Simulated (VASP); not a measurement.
**GdN: single point with r2SCAN**

GdN:

```
CELL_PARAMETERS angstrom
0.00000 2.46989 2.46989
2.46989 0.00000 2.46989
2.46989 2.46989 0.00000
ATOMIC_POSITIONS crystal
Gd 0.00000 0.00000 0.00000
N 0.50000 0.50000 0.50000
```

```
Program                : VASP 6.6.1
Task                   : single point
Functional             : r2SCAN
Potentials or basis    : VASP PAW PBE potentials, release 64 (Gd, N)
Cutoff                 : 520 eV
k mesh                 : 12 × 12 × 12
Occupations            : gaussian, width 0.05 eV
Spin                   : collinear spin, ferromagnetic start
Starting moments       : [7.62, 0.0] μB
Dipole correction      : no
Further INCAR settings : ALGO = Normal; EDIFF = 1e-06; NBANDS = 22
```

The pressure is 3.4 GPa and the band gap on the k mesh is zero (filled and empty bands overlap). The net moment is 7.00 μB per cell. The site moments are Gd +6.79; N -0.12 μB. The valence electrons inside the program's atomic spheres are Gd 15.26; N 3.69.

Levels at points of the mesh, in eV from the Fermi level:
Spin up:
```csv
k point,band 12,band 13,band 14,band 15,band 16,band 17,band 18,band 19
"(0.00, 0.00, 0.00)",-3.65,0.21,0.21,0.21,2.71,2.71,2.71,3.93
"(0.50, 0.00, 0.00)",-3.65,-3.64,-2.82,-2.82,5.58,6.25,6.25,7.27
"(0.50, 0.50, 0.00)",-3.70,-1.55,-0.36,-0.25,-0.25,6.84,7.13,7.96
```
Spin down:
```csv
k point,band 6,band 7,band 8,band 9,band 10,band 11
"(0.00, 0.00, 0.00)",-0.92,-0.92,-0.92,2.86,3.57,3.57
"(0.50, 0.00, 0.00)",-4.26,-2.73,-2.73,3.02,3.18,3.18
"(0.50, 0.50, 0.00)",-1.14,-0.86,-0.86,0.44,3.26,3.33
```

Wall time 4.6 min on 1 thread of Intel(R) Xeon(R) 6975P-C (Granite Rapids) (shared host), peak memory 0.25 GiB.

Caveat: the cell stands under pressure; the PAW data sets were made with another functional, which shifts forces and pressure a little; spin-orbit coupling is left out, which moves the levels of the heavy elements; a cell with one magnetic atom can't hold antiferromagnetic order, which such compounds often take; semilocal functionals describe open f shells poorly, which spoils levels, moments and volumes. With open d or f shells a metallic result of r2SCAN can be an artefact of self-interaction; +U or a hybrid may open a gap.
